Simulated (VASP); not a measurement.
Write the native input for VASP 6.6.1 that does the following.

- Task: single point
- Functional: PBEsol
- Potentials or basis: VASP PAW PBE potentials, release 64 (Rh_pv)
- Cutoff: 520 eV
- k mesh: 12 × 12 × 7
- Occupations: fermi-dirac, width 0.1 eV
- Spin: no spin polarisation
- Dipole correction: no
- Further INCAR settings: ALGO = Normal; EDIFF = 1e-06; NBANDS = 22

The structure of Rh lies in POSCAR:

```
Rh
1.0
    2.8019450816      0.0000000000      0.0000000000
   -1.4009725408      2.4265556249      0.0000000000
    0.0000000000      0.0000000000      4.5435658021
Rh
2
Direct
    0.6666666667      0.3333333333      0.7500000000
    0.3333333333      0.6666666667      0.2500000000
```

One way to write it, as run:

INCAR

```
PREC = Accurate
ENCUT = 520
EDIFF = 1E-6
ISMEAR = -1
SIGMA = 0.1
LREAL = F
LASPH = T
NELM = 80
ALGO = Normal
ISIF = 2
LWAVE = F
LCHARG = F
GGA = PS
NBANDS = 22
```

KPOINTS

```
regular mesh
0
Gamma
  12 12 7
```

Potentials or basis: VASP PAW PBE potentials, release 64 (Rh_pv).

Run with:

```console
$ cat potpaw_PBE.64/Rh_pv/POTCAR > POTCAR
$ mpirun -np 1 vasp_std > vasp.out
```

Results of the run:

```yaml
Pressure: -26.9 GPa
Band_gap_on_the_k_mesh: zero (band 15 reaches 10.33 eV, above the bottom of band 16 at 8.33 eV)
```

Caveat: the PAW data sets were made with another functional, which shifts forces and pressure a little.

Run time: 27 s on 1 thread of Intel(R) Xeon(R) Platinum 8259CL CPU @ 2.50GHz (Skylake/Cascade Lake), with other jobs on the host, peak memory 0.18 GiB.
